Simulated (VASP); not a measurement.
The system is HfC.

```xyz
2
Lattice="0.0000 2.3171 2.3171 2.3171 0.0000 2.3171 2.3171 2.3171 0.0000" Properties=species:S:1:pos:R:3 pbc="T T T"
Hf    0.0000    0.0000    0.0000
C     2.3171    2.3171    2.3171
```

Base run:

- Program: VASP 6.6.1
- Functional: PBE
- Potentials or basis: VASP PAW PBE potentials, release 64 (Hf_pv, C)
- Cutoff: 520 eV
- k mesh: 14 × 14 × 14
- Occupations: fermi-dirac, width 0.05 eV
- Spin: no spin polarisation

Its results: band gap on the k mesh zero (bands 7 and 8 overlap by 1.42 eV); pressure 2.0 GPa.

Problem. The run is repeated on the same cell with these changes: functional from PBE to r2SCAN. What comes out?

Solution. Band gap on the k mesh zero (bands 7 and 8 overlap by 1.48 eV); pressure 0.0 GPa.

Caveats: spin-orbit coupling is left out, which moves the levels of the heavy elements; the PAW data sets were made with another functional, which shifts forces and pressure a little (at least some runs).
